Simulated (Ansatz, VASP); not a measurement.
**Te2Pb in VASP and in Ansatz**

Contents of INCAR:

```
SYSTEM = Te2Pb
  ALGO = Normal
  EDIFF = 1E-7
  ENCUT = 520
  GGA = PE
  ISIF = 2
  ISMEAR = -1
  LASPH = .True.
  LCHARG = .False.
  LREAL = .False.
  LWAVE = .False.
  NBANDS = 20
  NELM = 100
  PREC = Accurate
  SIGMA = 0.02
```

The input KPOINTS:

```
k-points
0
Gamma
  4 4 4
  0 0 0
```

The input POSCAR:

```
Te2Pb
1.0
    0.0000000000      3.7966139269      3.7966139269
    3.7966139269      0.0000000000      3.7966139269
    3.7966139269      3.7966139269      0.0000000000
Pb Te
1 2
Direct
    0.0000000000      0.0000000000      0.0000000000
    0.2500000000      0.2500000000      0.2500000000
    0.7500000000      0.7500000000      0.7500000000
```

Input for Ansatz:

```yaml
crystal:
  lattice:
    - [0.0, 3.7966139269, 3.7966139269]
    - [3.7966139269, 0.0, 3.7966139269]
    - [3.7966139269, 3.7966139269, 0.0]
  atoms:
    - { symbol: Pb, position: [0.0, 0.0, 0.0] }
    - { symbol: Te, position: [0.25, 0.25, 0.25] }
    - { symbol: Te, position: [0.75, 0.75, 0.75] }
kpoints:
  mp_grid: { grid: [4, 4, 4] }
hamiltonian:
  xc: pbe
scf:
  occupations: { method: fermi_dirac, width: 0.02 }
  n_extra_bands: 4
output:
  forces: true
  stress: true
  eigenvalues: true
```

Alike in both runs: task single point; functional PBE; k mesh 4 × 4 × 4; occupations fermi-dirac, width 0.02 eV; no spin polarisation.

```csv
,VASP,Ansatz
version,VASP 6.6.1,Ansatz 0.2.0
potentials or method,"VASP PAW PBE potentials, release 64 (Pb_d, Te)","plane waves, PAW"
plane-wave cutoff (eV),520,420
valence electrons in the cell,26,46
```

|  | VASP | Ansatz | Ansatz less VASP |
| --- | --- | --- | --- |
| pressure (GPa) | 0.4 | 0.4 | +0.04 |

VASP's potentials hold 26 valence electrons a cell and Ansatz's 46, so a difference there can come from the potentials and not from the codes.

Spin-orbit coupling is off throughout.
